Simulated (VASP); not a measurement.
# SnSe2 (P-3m1) in VASP: further runs

SnSe2 is run at these levels: r2SCAN; tasks: single point.

All numbers are computed with VASP 6.6.1; they aren't measurements. Logs are shortened: lines on timing, memory, paths and dates and some standing lists are left out, and cuts for length are marked.

### 1 The cell of the first run

The structure is trigonal, space group P-3m1 (No. 164). Conventional cell: a = 3.787 Å, b = 3.787 Å, c = 6.287 Å, α = 90.00°, β = 90.00°, γ = 120.00°. Within 3.6 Å of Sn (site symmetry -3m) lie 6 Se at 2.70 Å. Within 3.6 Å of Se (site symmetry 3m) lie 3 Sn at 2.70 Å.

### 2 Single point, r2SCAN (epitaxial xy strain -1.0%)

POSCAR reads:

```
SnSe2
1.0
    3.7868978365      0.0000000000      0.0000000000
   -1.8934489183      3.2795497280      0.0000000000
    0.0000000000      0.0000000000      6.2872481314
Sn Se
1 2
Direct
    0.0000000000      0.0000000000      0.0000000000
    0.3333333333      0.6666666667      0.2527019009
    0.6666666667      0.3333333333      0.7472980991
```

INCAR.step1 reads:

```
SYSTEM = SnSe2
PREC     = Accurate       ! precision mode
ENCUT    = 520            ! plane-wave cutoff, eV
ISMEAR   = 0              ! smearing method
SIGMA    = 0.01           ! smearing width, eV
LREAL    = .False.        ! projectors in reciprocal space
LASPH    = .True.         ! aspherical terms in the spheres
NELM     = 60             ! most SCF steps
NBANDS   = 20             ! bands
GGA      = PE             ! functional
ALGO     = Normal         ! electronic algorithm
EDIFF    = 1E-4           ! SCF threshold, eV
LWAVE    = .True.         ! write WAVECAR
LCHARG   = .False.        ! write CHGCAR
```

INCAR.step2 reads:

```
SYSTEM = SnSe2
PREC     = Accurate       ! precision mode
ENCUT    = 520            ! plane-wave cutoff, eV
EDIFF    = 1E-6           ! SCF threshold, eV
ISMEAR   = 0              ! smearing method
SIGMA    = 0.01           ! smearing width, eV
LREAL    = .False.        ! projectors in reciprocal space
LASPH    = .True.         ! aspherical terms in the spheres
NELM     = 60             ! most SCF steps
ALGO     = Normal         ! electronic algorithm
ISIF     = 2              ! what is computed and relaxed
LWAVE    = .False.        ! write WAVECAR
LCHARG   = .True.         ! write CHGCAR
METAGGA  = R2SCAN         ! meta-GGA
LMIXTAU  = .True.       
LELF     = .True.         ! ELF
LVHAR    = .True.       
NBANDS   = 20             ! bands
ISTART   = 1
```

KPOINTS reads:

```
regular mesh
0
Gamma
  12 12 4
  0 0 0
```

Potentials or basis: VASP PAW PBE potentials, release 64 (Sn_d, Se).

Started as:

```
cat potpaw_PBE.64/Sn_d/POTCAR potpaw_PBE.64/Se/POTCAR > POTCAR
cp INCAR.step1 INCAR
mpirun -np 1 vasp_std > vasp.out
cp INCAR.step2 INCAR
mpirun -np 1 vasp_std > vasp.out
```

OUTCAR:

```text
SYSTEM = SnSe2
   PREC = Accurate
   ENCUT = 520
   EDIFF = 1E-6
   ISMEAR = 0
   LREAL = .False.
   LASPH = .True.
   NELM = 60
   ISIF = 2
   METAGGA = R2SCAN
   ISTART = 1

 ion  position               nearest neighbor table
   1  0.000  0.000  0.000-   2 2.70   3 2.70   3 2.70   2 2.70   3 2.70   2 2.70
   2  0.333  0.667  0.253-   1 2.70   1 2.70   1 2.70
   3  0.667  0.333  0.747-   1 2.70   1 2.70   1 2.70

  LATTYP: Found a hexagonal cell.
 ALAT       =     3.7868978365
 C/A-ratio  =     1.6602634671

  Lattice vectors:

 A1 = (   3.7868978365,   0.0000000000,   0.0000000000)
 A2 = (  -1.8934489183,   3.2795497280,   0.0000000000)
 A3 = (   0.0000000000,   0.0000000000,   6.2872481314)

Analysis of symmetry for initial positions (statically):
=====================================================================
 Subroutine PRICEL returns:
 Original cell was already a primitive cell.

 Routine SETGRP: Setting up the symmetry group for a
 hexagonal supercell.

 Subroutine GETGRP returns: Found 12 space group operations
 (whereof 12 operations were pure point group operations)
 out of a pool of 24 trial point group operations.

The static configuration has the point symmetry D_3d.

Analysis of symmetry for dynamics (positions and initial velocities):
=====================================================================
 Subroutine PRICEL returns:
 Original cell was already a primitive cell.

 Routine SETGRP: Setting up the symmetry group for a
 hexagonal supercell.

 Subroutine GETGRP returns: Found 12 space group operations
 (whereof 12 operations were pure point group operations)
 out of a pool of 24 trial point group operations.

The dynamic configuration has the point symmetry D_3d.

 Subroutine INISYM returns: Found 12 space group operations
 (whereof 12 operations are pure point group operations),
 and found     1 'primitive' translations

----------------------------------------------------------------------------------------

                                     Primitive cell

  volume of cell :      78.0833

  direct lattice vectors                    reciprocal lattice vectors
     3.786897837  0.000000000  0.000000000     0.264068386  0.152459954  0.000000000
    -1.893448918  3.279549728  0.000000000     0.000000000  0.304919908  0.000000000
     0.000000000  0.000000000  6.287248131     0.000000000  0.000000000  0.159052097

  length of vectors
[... 83 lines left out ...]
   NELM   =     60;   NELMIN=  2; NELMDL=  0     # of ELM steps
   EDIFF  = 0.1E-05   stopping-criterion for ELM
   LREAL  =      F    real-space projection
   EDIFFG = 0.1E-04   stopping-criterion for IOM
   NSW    =      0    number of steps for IOM
   IBRION =     -1    ionic relax: 0-MD 1-quasi-New 2-CG
   NFREE  =      0    steps in history (QN), initial steepest desc. (CG)
   ISIF   =      2    stress and relaxation
   ISYM   =      2    0-nonsym 1-usesym 2-fastsym
   POTIM  = 0.5000    time-step for ionic-motion
   TEBEG  =    0.0;   TEEND  =   0.0 temperature during run
   PSTRESS=    0.0 pullay stress
   NELECT =      26.0000    total number of electrons
   NUPDOWN=      -1.0000    fix difference up-down
   EMIN   =  10.00;   EMAX   =-10.00  energy-range for DOS
   EFERMI =   0.00;   METHOD = LEGACY
   ISMEAR =     0;   SIGMA  =   0.01  broadening in eV -4-tet -1-fermi 0-gaus
   EFERMI_NEDOS =   21; number of points for ismear=-14 and -15
   IALGO  =     38    algorithm
   IMIX   =      4    mixing-type and parameters
     AMIX     =   0.40;   BMIX     =  1.00
     AMIX_MAG =   1.60;   BMIX_MAG =  1.00
  volume/ion in A,a.u.               =      26.03       175.64
  Fermi-wavevector in a.u.,A,eV,Ry     =   1.134697  2.144266 17.518000  1.287537
  Thomas-Fermi vector in A             =   2.271401
   LORBIT       =      0    0 simple, 1 ext, 2 COOP (PROOUT), +10 PAW based schemes
   METAGGA = R2SCAN    functional components
   LHFCALC =     F    Hartree Fock is set to
   AEXX    =    0.0000 exact exchange contribution
   IVDW    =     0    specifies the selected vdW correction
   LEPSILON=     F    determine dielectric tensor
   LRPA    =     F    only Hartree local field effects (RPA)
 non-spin polarized calculation
 Gauss-broadening in eV      SIGMA  =   0.01
  energy-cutoff  :      520.00
  volume of cell :       78.08
 maximum number of plane-waves:      2122
   NGX = 15   NGY = 15   NGZ = 23

 number of electron      25.9999993 magnetization

 Free energy of the ion-electron system (eV)
  ---------------------------------------------------
  ext. energy  EPLUGINS =         0.00000000
  ---------------------------------------------------
  free energy    TOTEN  =       -54.61361641 eV

  energy without entropy =      -54.61361641  energy(sigma->0) =      -54.61361641

 E-fermi :   3.8532     XC(G=0):  -9.9647

 val. band max:        3.7438843517   @ k =   0.0833  -0.0000   0.2500
 cond. band min:       4.7285862792   @ k =   0.5000  -0.0000   0.5000
 fundamental gap:      0.9847019275
 Fermi energy:         3.8532260282

 k-point     1 :       0.0000    0.0000    0.0000
  band No.  band energies     occupation
      1     -18.1375      2.00000
      2     -18.1375      2.00000
      3     -18.0752      2.00000
      4     -18.0684      2.00000
      5     -18.0684      2.00000
      6     -10.6133      2.00000
[... 541 lines left out ...]
     19      12.4197      0.00000
     20      13.3989      0.00000

 [... further k-points ...]

------------------------ aborting loop because EDIFF is reached ----------------------------------------

  FORCE on cell =-STRESS in cart. coord.  units (eV):
  Direction    XX          YY          ZZ          XY          YZ          ZX
  --------------------------------------------------------------------------------------
  -------------------------------------------------------------------------------------
  Total        1.1521293      1.1521293      0.4485049     -0.0000000      0.0000000      0.0000000
  in kB       23.6403224     23.6403224      9.2027873     -0.0000000      0.0000000      0.0000000
  external PRESSURE =      18.8278107 kB  Pullay stress =       0.0000000 kB

 VOLUME and BASIS-vectors are now :
 -----------------------------------------------------------------------------
  energy-cutoff  :      520.00
  volume of cell :       78.08
      direct lattice vectors                 reciprocal lattice vectors
     3.786897837  0.000000000  0.000000000     0.264068386  0.152459954  0.000000000
    -1.893448918  3.279549728  0.000000000     0.000000000  0.304919908  0.000000000
     0.000000000  0.000000000  6.287248131     0.000000000  0.000000000  0.159052097

 POSITION                                       TOTAL-FORCE (eV/Angst)
 -----------------------------------------------------------------------------------
      0.00000      0.00000      0.00000         0.000000      0.000000      0.000000
     -0.00000      2.18637      1.58880        -0.000000      0.000000     -0.019011
      1.89345      1.09318      4.69845        -0.000000      0.000000      0.019011
 -----------------------------------------------------------------------------------
    total drift:                                0.000000      0.000000      0.000000

  FREE ENERGIE OF THE ION-ELECTRON SYSTEM (eV)
  ---------------------------------------------------
  free  energy   TOTEN  =       -54.6136164106 eV

  energy  without entropy=      -54.6136164106  energy(sigma->0) =      -54.61361641
```

OSZICAR.step1:

```text
N       E                     dE             d eps       ncg     rms          rms(c)
DAV:   1     0.205770890932E+03    0.20577E+03   -0.12137E+04  2800   0.147E+03
DAV:   2     0.117561146330E+02   -0.19401E+03   -0.18676E+03  2960   0.385E+02
DAV:   3    -0.112568806483E+02   -0.23013E+02   -0.22315E+02  3376   0.114E+02
DAV:   4    -0.120427765194E+02   -0.78590E+00   -0.78460E+00  3292   0.219E+01
DAV:   5    -0.120614492281E+02   -0.18673E-01   -0.18670E-01  3796   0.359E+00    0.507E+00
DAV:   6    -0.118207012846E+02    0.24075E+00   -0.49840E-01  4128   0.734E+00    0.326E+00
DAV:   7    -0.118023956389E+02    0.18306E-01   -0.15273E-01  3248   0.247E+00    0.100E+00
DAV:   8    -0.118023128164E+02    0.82822E-04   -0.12002E-02  3488   0.102E+00    0.281E-01
DAV:   9    -0.118027776242E+02   -0.46481E-03   -0.15143E-03  3128   0.288E-01    0.846E-02
DAV:  10    -0.118027820567E+02   -0.44325E-05   -0.10626E-04  2464   0.751E-02
   1 F= -.11802782E+02 E0= -.11802782E+02  d E =-.127419E-88
```

Wall time 4.9 min (1 thread of AMD EPYC 9R45 (Zen 5), shared host); peak memory 0.23 GiB.

What came out:

| Item | Value |
| --- | --- |
| Free energy | -54.6136 eV |
| Pressure | 1.9 GPa |
| Largest force | 0.019 eV/Å |
| Band gap on the k mesh | 0.98 eV (least direct gap 1.49 eV) |

Forces on the atoms (eV/Å):
```
Sn   0.000  0.000  0.000
Se   0.000  0.000 -0.019
Se   0.000  0.000  0.019
```

Caveat: the cell differs from its parent crystal (epitaxial xy strain -1.0%); the PAW data sets were made with another functional, which shifts forces and pressure a little; spin-orbit coupling is left out, which moves the levels of the heavy elements. A k mesh can miss the band edges.

### 3 Single point, r2SCAN

This run uses another cell than the first one, of 26.30 Å³/atom.

POSCAR reads:

```
SnSe2
1.0
    3.8251493298      0.0000000000      0.0000000000
   -1.9125746649      3.3126764929      0.0000000000
    0.0000000000      0.0000000000      6.2270790644
Sn Se
1 2
Direct
    0.0000000000      0.0000000000      0.0000000000
    0.3333333333      0.6666666667      0.2530782229
    0.6666666667      0.3333333333      0.7469217771
```

INCAR.step1 reads:

```
SYSTEM = SnSe2
PREC = Accurate
ENCUT = 520
ISMEAR = 0
SIGMA = 0.01
LREAL = .FALSE.
LASPH = .TRUE.
NELM = 80
NBANDS = 20
GGA = PE
ALGO = Normal
EDIFF = 1E-4
LWAVE = .TRUE.
LCHARG = .FALSE.
```

INCAR.step2 reads:

```
SYSTEM = SnSe2
PREC = Accurate
ENCUT = 520
EDIFF = 1E-7
ISMEAR = 0
SIGMA = 0.01
LREAL = .FALSE.
LASPH = .TRUE.
NELM = 80
ALGO = Normal
ISIF = 2
LWAVE = .FALSE.
LCHARG = .FALSE.
METAGGA = R2SCAN
LMIXTAU = .TRUE.
NBANDS = 20
ISTART = 1
```

KPOINTS reads:

```
regular mesh
0
G
  12 12 4
  0 0 0
```

Potentials or basis: VASP PAW PBE potentials, release 64 (Sn_d, Se).

Started as:

```
cat potpaw_PBE.64/Sn_d/POTCAR potpaw_PBE.64/Se/POTCAR > POTCAR
cp INCAR.step1 INCAR
mpirun -np 1 vasp_std > vasp.out
cp INCAR.step2 INCAR
mpirun -np 1 vasp_std > vasp.out
```

It took 5.2 min on 1 thread of AMD EPYC 9R45 (Zen 5), shared host; peak memory 0.24 GiB.

Results (log left out):

```
Free energy            : -54.6257 eV
Pressure               : 1.0 GPa
Largest force          : 0.016 eV/Å
Band gap on the k mesh : 1.01 eV (least direct gap 1.49 eV)
```

Forces on the atoms (eV/Å):
```
Sn   0.000  0.000  0.000
Se   0.000  0.000 -0.016
Se   0.000  0.000  0.016
```

Levels at points of the mesh, in eV from the valence-band top:
```tsv
k point	band 10	band 11	band 12	band 13	band 14	band 15	band 16	band 17
(0.00, 0.00, 0.00)	-0.59	-0.31	-0.31	-0.11	1.43	3.58	5.06	5.06
(0.50, 0.00, 0.00)	-2.93	-2.54	-1.23	-0.28	1.40	4.26	5.78	5.85
(0.00, 0.00, 0.50)	-0.69	-0.69	-0.15	-0.15	2.82	3.52	4.80	4.80
(0.50, 0.00, 0.50)	-2.36	-2.00	-0.82	-0.67	1.01	4.65	5.19	6.32
```

Caveat: the PAW data sets were made with another functional, which shifts forces and pressure a little; spin-orbit coupling is left out, which moves the levels of the heavy elements. A k mesh can miss the band edges.

### 4 Single point, r2SCAN (epitaxial xy strain +1.0%)

POSCAR reads:

```
SnSe2
1.0
    3.8634008231      0.0000000000      0.0000000000
   -1.9317004116      3.3458032578      0.0000000000
    0.0000000000      0.0000000000      6.1729232833
Sn Se
1 2
Direct
    0.0000000000      0.0000000000      0.0000000000
    0.3333333333      0.6666666667      0.2533696853
    0.6666666667      0.3333333333      0.7466303147
```

INCAR.step1 reads:

```
SYSTEM = SnSe2
PREC = Accurate ; ENCUT = 520
ISMEAR = 0 ; SIGMA = 0.01
LREAL = .FALSE. ; LASPH = .TRUE.
NELM = 80 ; NBANDS = 20
GGA = PE ; ALGO = Normal
EDIFF = 1E-4 ; LWAVE = .TRUE.
LCHARG = .FALSE.
```

INCAR.step2 reads:

```
SYSTEM = SnSe2
PREC = Accurate ; ENCUT = 520
EDIFF = 1E-6 ; ISMEAR = 0
SIGMA = 0.01 ; LREAL = .FALSE.
LASPH = .TRUE. ; NELM = 80
ALGO = Normal ; ISIF = 2
LWAVE = .FALSE. ; LCHARG = .FALSE.
METAGGA = R2SCAN ; LMIXTAU = .TRUE.
NBANDS = 20 ; ISTART = 1
```

KPOINTS is that of step 3.

Started as:

```
cat potpaw_PBE.64/Sn_d/POTCAR potpaw_PBE.64/Se/POTCAR > POTCAR
cp INCAR.step1 INCAR
mpirun -np 1 vasp_std > vasp.out
cp INCAR.step2 INCAR
mpirun -np 1 vasp_std > vasp.out
```

Run time: 4.8 min. Hardware: 1 thread of AMD EPYC 9R45 (Zen 5), shared host; peak memory 0.25 GiB.

It converged, with:

```
Free energy            : -54.6252 eV
Pressure               : 0.1 GPa
Largest force          : 0.020 eV/Å
Band gap on the k mesh : 0.94 eV (least direct gap 1.28 eV)
```

Forces in eV/Å, atoms in the order of the input:
```
Sn   0.000  0.000  0.000
Se   0.000  0.000 -0.020
Se   0.000  0.000  0.020
```

Stress tensor (GPa, compression positive):
```
-0.29  0.00  0.00
 0.00 -0.29  0.00
 0.00  0.00  0.89
```

Levels at points of the mesh, in eV from the valence-band top:
```tsv
k point	band 10	band 11	band 12	band 13	band 14	band 15	band 16	band 17
(0.00, 0.00, 0.00)	-0.73	-0.45	-0.45	-0.06	1.21	3.38	4.90	4.90
(0.50, 0.00, 0.00)	-2.93	-2.65	-1.25	-0.36	1.31	4.16	5.67	5.81
(0.00, 0.00, 0.50)	-0.83	-0.83	-0.28	-0.28	2.59	3.31	4.62	4.62
(0.50, 0.00, 0.50)	-2.46	-1.98	-0.87	-0.77	0.97	4.60	5.17	6.35
```

Caveat: the cell differs from its parent crystal (epitaxial xy strain +1.0%); the PAW data sets were made with another functional, which shifts forces and pressure a little; spin-orbit coupling is left out, which moves the levels of the heavy elements.

### 5 The runs side by side

```tsv
cell	gap on the mesh (eV)	pressure (GPa)	largest force (eV/Å)
a = 3.787, b = 3.787, c = 6.287 Å, angles 90.0, 90.0, 120.0°, 3 atoms	0.98	1.9	0.02
a = 3.825, b = 3.825, c = 6.227 Å, angles 90.0, 90.0, 120.0°, 3 atoms	1.01	1.0	0.02
a = 3.863, b = 3.863, c = 6.173 Å, angles 90.0, 90.0, 120.0°, 3 atoms	0.94	0.1	0.02
```

Alike in all rows: task single point; level r2SCAN; potentials or basis VASP PAW PBE potentials, release 64 (Sn_d, Se); no spin polarisation; k mesh 12 × 12 × 4; cutoff (eV) 520; smearing gaussian 0.01 eV.

Caveats: the PAW data sets were made with another functional, which shifts forces and pressure a little; spin-orbit coupling is left out, which moves the levels of the heavy elements.

Absolute energies hang on the potentials; compare differences alone.
